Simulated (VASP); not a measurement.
Here is a VASP 6.6.1 calculation.

File INCAR:

```
PREC = Accurate
ENCUT = 520
EDIFF = 1E-6
ISMEAR = -1
SIGMA = 0.05
LREAL = Auto
LASPH = T
NELM = 80
ALGO = Normal
ISIF = 2
LWAVE = F
LCHARG = F
GGA = PE
NBANDS = 54
```

Contents of KPOINTS:

```
regular mesh
0
Gamma
  1 1 1
```

The input POSCAR:

```
H2CO
1.0
    7.8068320000      0.0000000000      0.0000000000
    0.0000000000      7.8068320000      0.0000000000
    0.0000000000      0.0000000000      7.8068320000
O C H
6 6 12
Direct
    0.2301445708      0.2857881404      0.5233749106
    0.5060055090      0.7814053127      0.3663457853
   -0.0800196546      0.0690164717      0.9340152318
    0.6060460889      0.5348904652      0.8706220398
    0.8476421678      0.3716104048      0.4693196933
    0.4810914338     -0.0093892119      0.8489999529
    0.1758972141      0.2429922919      0.3888004763
    0.5775069836      0.7843002129      0.2277492330
    0.0712452887      0.0896266245      0.9057323124
    0.5097714412      0.4378984971      0.8073697500
    0.7476912530      0.2555966364      0.4504516044
    0.5651716343     -0.0334066366      0.7227899870
    0.1310518787      0.3351295378      0.2854679081
    0.1728870302      0.0974531026      0.3553041746
    0.5469952472      0.8794860707      0.1353173733
    0.6976197259      0.7079568255      0.2054866814
    0.1242629533      0.0507119918      0.7788050262
    0.1595013188      0.1435537488      1.0101664798
    0.3698299131      0.4376038834      0.8355630043
    0.5594074523      0.3098439931      0.7525459751
    0.6124891633      0.2558784408      0.4859717745
    0.7887450377      0.1348434294      0.3691894484
    0.5229265853     -0.0794048085      0.5902778489
    0.6987981809      0.0086462729      0.7355096152
```

Potentials or basis: VASP PAW PBE potentials, release 64 (O, C, H).

Command:

```sh
$ cat potpaw_PBE.64/O/POTCAR potpaw_PBE.64/C/POTCAR potpaw_PBE.64/H/POTCAR > POTCAR
$ mpirun -np 1 vasp_gam > vasp.out
```

**Question.** What does it give for the largest force?

**Answer.** 4.276 eV/Å.

**Question.** What does it give for the pressure?

**Answer.** 1.1 GPa.

Forces on the atoms (eV/Å):
```
O    1.157  1.111  2.597
O   -0.537 -0.421  0.249
O   -0.563  0.043  0.302
O    2.139  2.839  1.063
O    0.182  0.632  0.477
O   -2.033 -0.291  1.247
C   -0.919 -1.799 -2.960
C    1.581 -0.277  1.098
C    0.504 -0.018  0.268
C   -1.517 -3.995 -0.162
C    0.707 -1.824 -2.064
C    1.302  0.449 -1.695
H    0.186 -0.327  0.412
H   -0.210  1.022 -0.024
H   -0.537  0.781 -1.356
H   -0.470 -0.191 -0.176
H    0.391  0.260  0.279
H   -0.264 -0.260 -0.809
H   -0.265  0.362 -0.508
H   -0.411  0.958 -0.256
H   -0.621  0.251  0.496
H   -0.403  0.891  0.935
H   -0.239  0.003  1.060
H    0.840 -0.201 -0.473
```

Caveat: the k points lie up to 0.80 Å⁻¹ apart, too coarse for converged energies, forces and pressures.
